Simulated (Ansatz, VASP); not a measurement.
Cs: VASP beside Ansatz

```xyz
2
Lattice="4.0506 0.0000 0.0000 -2.0253 3.5079 0.0000 0.0000 0.0000 6.5619" Properties=species:S:1:pos:R:3 pbc="T T T"
Cs    0.0000    2.3386    1.6405
Cs    2.0253    1.1693    4.9215
```

Change from the starting cell: volume scaled by 0.4, norm-conserving files.

Alike in both runs: task single point; functional PBE; k mesh 8 × 8 × 5; occupations fermi-dirac, width 0.05 eV; no spin polarisation.

|  | VASP | Ansatz |
| --- | --- | --- |
| version | VASP 6.6.1 | Ansatz 0.2.0 |
| potentials or method | VASP PAW PBE potentials, release 64 (Cs_sv) | norm-conserving pseudopotentials, scalar-relativistic |
| plane-wave cutoff (eV) | 520 | 680 |
| valence electrons in the cell | 18 | 18 |

```tsv
	VASP	Ansatz	Ansatz less VASP
pressure (GPa)	5.7	5.6	-0.06
```

Spin-orbit coupling is off throughout.
